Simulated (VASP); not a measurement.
# C (Fd-3m) in VASP: notebook

C is run at these levels: PBEsol; tasks: vibrations by perturbation theory.

Program: VASP 6.6.1. These are calculated values, not measurements. Logs are shortened: lines on timing, memory, paths and dates and some standing lists are left out, and cuts for length are marked.

### Step 1. The cell of the first run

It takes space group Fd-3m (No. 227, cubic). Conventional cell: a = 3.536 Å, b = 3.536 Å, c = 3.536 Å, α = 90.00°, β = 90.00°, γ = 90.00°. Within 2.0 Å of C (site symmetry -43m) lie 4 C at 1.53 Å.

### Step 2. Vibrations by perturbation theory, PBEsol

Contents of INCAR:

```
SYSTEM = C
PREC = Accurate
ENCUT = 520
EDIFF = 1E-8
ISMEAR = 0
SIGMA = 0.01
LREAL = .FALSE.
LASPH = .TRUE.
NELM = 60
ALGO = Normal
ISIF = 2
LWAVE = .FALSE.
LCHARG = .FALSE.
GGA = PS
IBRION = 8
NSW = 1
```

Contents of KPOINTS:

```
Automatic mesh
0
G
  12 12 12
  0 0 0
```

Contents of POSCAR:

```
C
1.0
    1.7679599696      1.7679599696      0.0000000000
   -1.7679599696      1.7679599696      0.0000000000
    0.0000000000      1.7679599696      1.7679599696
C
2
Direct
    0.5000000000      0.5000000000      0.0000000000
    0.7500000000      0.2500000000      0.5000000000
```

Potentials or basis: VASP PAW PBE potentials, release 64 (C).

On the command line:

```sh
$ cat potpaw_PBE.64/C/POTCAR > POTCAR
$ mpirun -np 1 vasp_std > vasp.out
```

OUTCAR:

```text
SYSTEM = C
   PREC = Accurate
   ENCUT = 520
   EDIFF = 1E-8
   ISMEAR = 0
   LREAL = .FALSE.
   LASPH = .TRUE.
   NELM = 60
   ISIF = 2
   GGA = PS
   IBRION = 8
   NSW = 1

 ion  position               nearest neighbor table
   1  0.500  0.500  0.000-   2 1.53   2 1.53   2 1.53   2 1.53
   2  0.750  0.250  0.500-   1 1.53   1 1.53   1 1.53   1 1.53

  LATTYP: Found a face centered cubic cell.
 ALAT       =     3.5359199392

  Lattice vectors:

 A1 = (   0.0000000000,   1.7679599696,   1.7679599696)
 A2 = (   1.7679599696,   0.0000000000,   1.7679599696)
 A3 = (   1.7679599696,   1.7679599696,   0.0000000000)

Analysis of symmetry for initial positions (statically):
=====================================================================
 Subroutine PRICEL returns:
 Original cell was already a primitive cell.

 Routine SETGRP: Setting up the symmetry group for a
 face centered cubic supercell.

 Subroutine GETGRP returns: Found 48 space group operations
 (whereof 24 operations were pure point group operations)
 out of a pool of 48 trial point group operations.

The static configuration has the point symmetry T_d .
 The point group associated with its full space group is O_h .

Analysis of symmetry for dynamics (positions and initial velocities):
=====================================================================
 Subroutine PRICEL returns:
 Original cell was already a primitive cell.

 Routine SETGRP: Setting up the symmetry group for a
 face centered cubic supercell.

 Subroutine GETGRP returns: Found 48 space group operations
 (whereof 24 operations were pure point group operations)
 out of a pool of 48 trial point group operations.

The dynamic configuration has the point symmetry T_d .
 The point group associated with its full space group is O_h .

 Subroutine INISYM returns: Found 48 space group operations
 (whereof 24 operations are pure point group operations),
 and found     1 'primitive' translations

----------------------------------------------------------------------------------------

                                     Primitive cell

  volume of cell :      11.0522

  direct lattice vectors                    reciprocal lattice vectors
     1.767959970  1.767959970  0.000000000     0.282811833  0.282811833 -0.282811833
    -1.767959970  1.767959970  0.000000000    -0.282811833  0.282811833 -0.282811833
     0.000000000  1.767959970  1.767959970     0.000000000  0.000000000  0.565623666

  length of vectors
     2.500272967  2.500272967  2.500272967     0.489844464  0.489844464  0.565623666

  position of ions in fractional coordinates (direct lattice)
     0.500000000  0.500000000  0.000000000
     0.750000000  0.250000000  0.500000000

  ion indices of the primitive-cell ions
   primitive index   ion index
                 1           1
                 2           2

----------------------------------------------------------------------------------------

 KPOINTS: Automatic mesh

Automatic generation of k-mesh.
 Grid dimensions read from file:
 generate k-points for:   12   12   12

 Generating k-lattice:

  Cartesian coordinates                     Fractional coordinates (reciprocal lattice)
     0.023567653  0.023567653 -0.023567653     0.083333333  0.000000000  0.000000000
    -0.023567653  0.023567653 -0.023567653     0.000000000  0.083333333  0.000000000
     0.000000000  0.000000000  0.047135306     0.000000000  0.000000000  0.083333333

[... 69 lines left out ...]
   EMIN   =  10.00;   EMAX   =-10.00  energy-range for DOS
   EFERMI =   0.00;   METHOD = LEGACY
   ISMEAR =     0;   SIGMA  =   0.01  broadening in eV -4-tet -1-fermi 0-gaus
   EFERMI_NEDOS =   21; number of points for ismear=-14 and -15
   IALGO  =     38    algorithm
   IMIX   =      4    mixing-type and parameters
     AMIX     =   0.40;   BMIX     =  1.00
     AMIX_MAG =   1.60;   BMIX_MAG =  1.00
  volume/ion in A,a.u.               =       5.53        37.29
  Fermi-wavevector in a.u.,A,eV,Ry     =   1.469904  2.777716 29.397002  2.160619
  Thomas-Fermi vector in A             =   2.585225
   LORBIT       =      0    0 simple, 1 ext, 2 COOP (PROOUT), +10 PAW based schemes
   GGA     = PS    functional components
   LHFCALC =     F    Hartree Fock is set to
   AEXX    =    0.0000 exact exchange contribution
   IVDW    =     0    specifies the selected vdW correction
   LEPSILON=     F    determine dielectric tensor
   LRPA    =     F    only Hartree local field effects (RPA)
 non-spin polarized calculation
 Gauss-broadening in eV      SIGMA  =   0.01
  energy-cutoff  :      520.00
  volume of cell :       11.05
 maximum number of plane-waves:       310
   NGX =  9   NGY =  9   NGZ =  9

--------------------------------------- Ionic step        1  -------------------------------------------

 number of electron       7.9999999 magnetization

 Free energy of the ion-electron system (eV)
  ---------------------------------------------------
  ext. energy  EPLUGINS =         0.00000000
  ---------------------------------------------------
  free energy    TOTEN  =       -19.24463693 eV

  energy without entropy =      -19.24463693  energy(sigma->0) =      -19.24463693

 E-fermi :  10.1888     XC(G=0): -13.5618

 val. band max:       10.0896106766   @ k =   0.0000   0.0000   0.0000
 cond. band min:      14.1855770146   @ k =  -0.3333   0.3333   0.0000
 fundamental gap:      4.0959663380
 Fermi energy:        10.1888067153

 k-point     1 :       0.0000    0.0000    0.0000
  band No.  band energies     occupation
      1     -11.7856      2.00000
      2      10.0896      2.00000
      3      10.0896      2.00000
      4      10.0896      2.00000
      5      15.7004      0.00000
      6      15.7004      0.00000
      7      15.7004      0.00000
      8      24.0564      0.00000
[... 243 lines left out ...]
 k-point    24 :      -0.4167    0.1667    0.0000
  band No.  band energies     occupation
      1      -7.5160      2.00000
      2       0.0970      2.00000
      3       5.7259      2.00000
      4       5.9054      2.00000
      5      16.7607      0.00000
      6      21.2286      0.00000
      7      21.4900      0.00000
      8      22.8598      0.00000

 [... further k-points ...]
[... 5 lines left out ...]
  --------------------------------------------------------------------------------------
  -------------------------------------------------------------------------------------
  Total        0.5644396      0.5644396      0.5644396      0.0000000     -0.0000000      0.0000000
  in kB       81.8240160     81.8240160     81.8240160      0.0000000     -0.0000000      0.0000000
  external PRESSURE =      81.8240160 kB  Pullay stress =       0.0000000 kB

 VOLUME and BASIS-vectors are now :
 -----------------------------------------------------------------------------
  energy-cutoff  :      520.00
  volume of cell :       11.05
      direct lattice vectors                 reciprocal lattice vectors
     1.767959970  1.767959970  0.000000000     0.282811833  0.282811833 -0.282811833
    -1.767959970  1.767959970  0.000000000    -0.282811833  0.282811833 -0.282811833
     0.000000000  1.767959970  1.767959970     0.000000000  0.000000000  0.565623666

 POSITION                                       TOTAL-FORCE (eV/Angst)
 -----------------------------------------------------------------------------------
      0.00000      1.76796      0.00000         0.000000      0.000000     -0.000000
      0.88398      2.65194      0.88398        -0.000000      0.000000      0.000000
 -----------------------------------------------------------------------------------
    total drift:                                0.000000      0.000000      0.000000

  FREE ENERGIE OF THE ION-ELECTRON SYSTEM (eV)
  ---------------------------------------------------
  free  energy   TOTEN  =       -19.2446369254 eV

  energy  without entropy=      -19.2446369254  energy(sigma->0) =      -19.24463693

[... ionic steps 2 to 3 ...]

--------------------------------------- Ionic step        4  -------------------------------------------

 Free energy of the ion-electron system (eV)
  ---------------------------------------------------
  ---------------------------------------------------
  free energy    TOTEN  =        -0.11198328 eV

  energy without entropy =       -0.11198328

------------------------ aborting loop because EDIFF is reached ----------------------------------------

 INTERNAL STRAIN TENSOR  FOR ION    1  DIRECTION 1   (eV/Angst):
 -----------------------------------------------------------------------------
     0.01205  0.00000  0.00000
     0.00000 -0.00693  4.86050
     0.00000  4.86050 -0.00693

 INTERNAL STRAIN TENSOR FOR ION    2 for displacements in x,y,z  (eV/Angst):
          X           Y           Z          XY          YZ          ZX
  --------------------------------------------------------------------------------
  x     0.00000     0.00000     0.00000     0.00000    -4.86050    -0.00000
  y     0.00000     0.00000     0.00000    -0.00000     0.00000    -4.86050
  z     0.00000     0.00000     0.00000    -4.86050    -0.00000    -0.00000

 SECOND DERIVATIVES (NOT SYMMETRIZED)
 ------------------------------------
               1X          1Y          1Z          2X          2Y          2Z
  1X   -39.022776    0.000000    0.000000   39.022776    0.000000    0.000000
  1Y     0.000000  -39.022776    0.000000    0.000000   39.022776    0.000000
  1Z     0.000000    0.000000  -39.022776    0.000000    0.000000   39.022776
  2X    39.022776    0.000000    0.000000  -39.022776    0.000000    0.000000
  2Y     0.000000   39.022776    0.000000    0.000000  -39.022776    0.000000
  2Z     0.000000    0.000000   39.022776    0.000000    0.000000  -39.022776

 Eigenvectors and eigenvalues of the dynamical matrix
 ----------------------------------------------------

   1 f  =   39.850633 THz   250.388910 2PiTHz 1329.274022 cm-1   164.808900 meV
             X         Y         Z           dx          dy          dz
      0.000000  1.767960  0.000000     0.000000   -0.707107    0.000000
      0.883980  2.651940  0.883980     0.000000    0.707107    0.000000
[... 21 lines left out ...]
   6 f  =    0.000000 THz     0.000000 2PiTHz    0.000000 cm-1     0.000000 meV
             X         Y         Z           dx          dy          dz
      0.000000  1.767960  0.000000     0.000000    0.000000    0.707107
      0.883980  2.651940  0.883980     0.000000    0.000000    0.707107

--------------------------------------------------------------------------------------------------------

 ELASTIC MODULI CONTR FROM IONIC RELAXATION (kBar)
 Direction    XX          YY          ZZ          XY          YZ          ZX
 --------------------------------------------------------------------------------
 XX           0.0000      0.0000      0.0000      0.0000      0.0000      0.0000
 YY           0.0000      0.0000      0.0000      0.0000      0.0000      0.0000
 ZZ           0.0000      0.0000      0.0000      0.0000      0.0000      0.0000
 XY           0.0000      0.0000      0.0000    -87.7620      0.0000     -0.0000
 YZ           0.0000      0.0000      0.0000      0.0000    -87.7620      0.0000
 ZX           0.0000      0.0000      0.0000     -0.0000      0.0000    -87.7620
 --------------------------------------------------------------------------------
```

It took 16 s on 1 thread of Intel Xeon 6975P-C (Granite Rapids), shared host; peak memory 0.16 GiB.

What came out:

| Item | Value |
| --- | --- |
| Highest phonon frequency at Γ | 1329 cm⁻¹ |

Phonon frequencies in cm⁻¹ (negative: imaginary):
```
              q point           frequencies
(0.000, 0.000, 0.000)  0 0 0 1329 1329 1329
```

Caveat: the cell wasn't relaxed at this level first, which shifts response properties; the PAW data sets were made with another functional, which shifts forces and pressure a little.

### Step 3. Vibrations by perturbation theory, PBEsol

This run uses another cell than the first one, of 5.49 Å³/atom, 0.994 times its volume.

Contents of INCAR:

```
PREC     = Accurate       # precision mode
ENCUT    = 520            # plane-wave cutoff, eV
EDIFF    = 1E-8           # SCF threshold, eV
ISMEAR   = 0              # smearing method
SIGMA    = 0.01           # smearing width, eV
LREAL    = F              # projectors in reciprocal space
LASPH    = T              # aspherical terms in the spheres
NELM     = 100            # most SCF steps
ALGO     = Normal         # electronic algorithm
ISIF     = 2              # what is computed and relaxed
LWAVE    = F              # write WAVECAR
LCHARG   = F              # write CHGCAR
GGA      = PS             # functional
IBRION   = 8              # ionic algorithm
NSW      = 1              # ionic steps
```

Contents of KPOINTS:

```
regular mesh
0
Gamma
  12 12 12
```

Contents of POSCAR:

```
C
1.0
    1.7642951406      1.7642951406      0.0000000000
   -1.7642951406      1.7642951406      0.0000000000
    0.0000000000      1.7642951406      1.7642951406
C
2
Direct
    0.5000000000      0.5000000000      0.0000000000
    0.7500000000      0.2500000000      0.5000000000
```

Potentials or basis: VASP PAW PBE potentials, release 64 (C).

On the command line:

```sh
$ cat potpaw_PBE.64/C/POTCAR > POTCAR
$ mpirun -np 1 vasp_std > vasp.out
```

OUTCAR:

```text
PREC = Accurate
   ENCUT = 520
   EDIFF = 1E-8
   ISMEAR = 0
   LREAL = F
   LASPH = T
   NELM = 100
   ISIF = 2
   GGA = PS
   IBRION = 8
   NSW = 1

 ion  position               nearest neighbor table
   1  0.500  0.500  0.000-   2 1.53   2 1.53   2 1.53   2 1.53
   2  0.750  0.250  0.500-   1 1.53   1 1.53   1 1.53   1 1.53

  LATTYP: Found a face centered cubic cell.
 ALAT       =     3.5285902812

  Lattice vectors:

 A1 = (   0.0000000000,   1.7642951406,   1.7642951406)
 A2 = (   1.7642951406,   0.0000000000,   1.7642951406)
[... 513 lines left out ...]
               1X          1Y          1Z          2X          2Y          2Z
  1X   -39.506181    0.000000    0.000000   39.506181    0.000000    0.000000
  1Y     0.000000  -39.506181    0.000000    0.000000   39.506181    0.000000
  1Z     0.000000    0.000000  -39.506181    0.000000    0.000000   39.506181
  2X    39.506181    0.000000    0.000000  -39.506181    0.000000    0.000000
  2Y     0.000000   39.506181    0.000000    0.000000  -39.506181    0.000000
  2Z     0.000000    0.000000   39.506181    0.000000    0.000000  -39.506181

 Eigenvectors and eigenvalues of the dynamical matrix
 ----------------------------------------------------

   1 f  =   40.096703 THz   251.935017 2PiTHz 1337.482054 cm-1   165.826566 meV
             X         Y         Z           dx          dy          dz
      0.000000  1.764295  0.000000     0.000000   -0.707107    0.000000
      0.882148  2.646443  0.882148     0.000000    0.707107    0.000000
[... 21 lines left out ...]
   6 f  =    0.000000 THz     0.000000 2PiTHz    0.000000 cm-1     0.000000 meV
             X         Y         Z           dx          dy          dz
      0.000000  1.764295  0.000000     0.000000    0.000000    0.707107
      0.882148  2.646443  0.882148     0.000000    0.000000    0.707107

--------------------------------------------------------------------------------------------------------

 ELASTIC MODULI CONTR FROM IONIC RELAXATION (kBar)
 Direction    XX          YY          ZZ          XY          YZ          ZX
 --------------------------------------------------------------------------------
 XX          -0.0000      0.0000      0.0000     -0.0000     -0.0000     -0.0000
 YY           0.0000     -0.0000      0.0000     -0.0000     -0.0000     -0.0000
 ZZ           0.0000      0.0000     -0.0000     -0.0000     -0.0000      0.0000
 XY          -0.0000     -0.0000     -0.0000   -100.6214     -0.0000     -0.0000
 YZ          -0.0000     -0.0000     -0.0000     -0.0000   -100.6214     -0.0000
 ZX          -0.0000     -0.0000      0.0000     -0.0000     -0.0000   -100.6214
 --------------------------------------------------------------------------------
```

OSZICAR:

```text
N       E                     dE             d eps       ncg     rms          rms(c)
DAV:   1    -0.291178108291E+01   -0.29118E+01   -0.50887E+03  1248   0.959E+02
DAV:   2    -0.198833716364E+02   -0.16972E+02   -0.16182E+02  1928   0.109E+02
DAV:   3    -0.199686048891E+02   -0.85233E-01   -0.85233E-01  1200   0.990E+00
DAV:   4    -0.199687152407E+02   -0.11035E-03   -0.11035E-03  1648   0.380E-01
[... 22 lines left out ...]
RMM:   7    -0.112147160333E+00    0.33677E-05    0.10587E-07  7356   0.543E-04    0.703E-05
RMM:   8    -0.112147401922E+00   -0.24159E-06   -0.65416E-08  7274   0.811E-05    0.161E-05
RMM:   9    -0.112147179387E+00    0.22253E-06    0.57005E-08  7683   0.266E-05    0.204E-06
RMM:  10    -0.112147191480E+00   -0.12094E-07    0.12948E-08  6676   0.279E-06    0.992E-07
RMM:  11    -0.112147196194E+00   -0.47133E-08   -0.49949E-08  4975   0.136E-06    0.926E-08
 Linear response finished
```

stdout:

```text
POSCAR found type information on POSCAR C
 POSCAR found :  1 types and       2 ions
 scaLAPACK will be used
 -----------------------------------------------------------------------------
|                                                                             |
|                                                                             |
|     You enforced a specific xc type in the INCAR file but a different       |
|     I HOPE YOU KNOW WHAT YOU ARE DOING!                                     |
|                                                                             |
 -----------------------------------------------------------------------------

 LDA part: xc-table for (Slater+PW92), standard interpolation
 POSCAR, INCAR and KPOINTS ok, starting setup
 FFT: planning ... GRIDC
 FFT: planning ... GRID_SOFT
 FFT: planning ... GRID
 WAVECAR not read
 entering main loop
 Linear response reoptimize wavefunctions to high precision
 Linear response DOF=           1
 Linear response progress:
 first order change of Fermi-energy  -0.45048E+00
 force on displaced ion       1 direction 1 : -39.506  -0.000  -0.000
 Linear response finished
```

It took 34 s on 1 thread of Intel Xeon 6975P-C, shared host; peak memory 0.16 GiB.

What came out:

```
Highest phonon frequency at Γ : 1337 cm⁻¹
```

Phonon frequencies in cm⁻¹ (negative: imaginary):
```
              q point           frequencies
(0.000, 0.000, 0.000)  0 0 0 1337 1337 1337
```

Caveat: the cell wasn't relaxed at this level first, which shifts response properties; the PAW data sets were made with another functional, which shifts forces and pressure a little.
